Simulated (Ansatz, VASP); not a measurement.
## N: VASP beside Ansatz

The input INCAR:

```
PREC = Accurate ; ENCUT = 520
EDIFF = 1E-6 ; ISMEAR = 0
SIGMA = 0.05 ; LREAL = F
LASPH = T ; NELM = 150
ALGO = Normal ; ISIF = 2
LWAVE = F ; LCHARG = F
ISPIN = 2 ; MAGMOM = 3.18 3.18
LORBIT = 11 ; GGA = CA
NBANDS = 16
```

The input KPOINTS:

```
Automatic mesh
0
Gamma
  12 12 6
```

File POSCAR:

```
N
1.0
    3.5201316002      0.0000000000      0.0000000000
   -1.7600658001      3.0485233904      0.0000000000
    0.0000000000      0.0000000000      5.8016500000
N
2
Direct
    0.3333333333      0.6666666667      0.2500000000
    0.6666666667      0.3333333333      0.7500000000
```

Input for Ansatz:

```yaml
crystal:
  lattice:
    - [3.5201316002, 0.0, 0.0]
    - [-1.7600658001, 3.0485233904, 0.0]
    - [0.0, 0.0, 5.80165]
  atoms:
    - { symbol: "N", position: [0.3333333333, 0.6666666667, 0.25], spin: 3.18 }
    - { symbol: "N", position: [0.6666666667, 0.3333333333, 0.75], spin: 3.18 }
basis:
  ecutwfc: 420
kpoints:
  mp_grid: { grid: [12, 12, 6] }
hamiltonian:
  xc: lda
scf:
  occupations: { method: gaussian, width: 0.05 }
output:
  forces: true
  stress: true
  eigenvalues: true
  populations: true
magnetization:
  spin_polarized: true
```

Change from the starting cell: strain -0.030 along x and y, -0.015 along z, atoms carried along.

Alike in both runs: task single point; functional LDA; k mesh 12 × 12 × 6; occupations gaussian, width 0.05 eV; collinear spin.

|  | VASP | Ansatz |
| --- | --- | --- |
| version | VASP 6.6.1 | Ansatz 0.2.0 |
| potentials or method | VASP PAW LDA potentials, release 64 (N), cutoff 520 eV | scalar-relativistic, plane waves, PAW |
| valence electrons in the cell | 10 | 10 |

Ansatz gave:

| Quantity | Value |
| --- | --- |
| gap on the k mesh at the Fermi level (eV) | 2.02 |
| least direct gap on the mesh (eV) | 2.02 |
| pressure (GPa) | -0.2 |
| net moment per atom (μB) | 3.00 |
| size of the moment on the site where the two differ most (μB) | 2.88 |

**Question.** Estimate VASP's values.

**Answer.** gap on the k mesh at the Fermi level (eV): 1.89; least direct gap on the mesh (eV): 1.89; pressure (GPa): -0.3; net moment per atom (μB): 3.00; size of the moment on the site where the two differ most (μB): 1.93.

LDA's correlation is that of Perdew and Zunger in VASP and of Perdew and Wang (1992) in Ansatz. Site moments also hang on the region over which each program counts them.
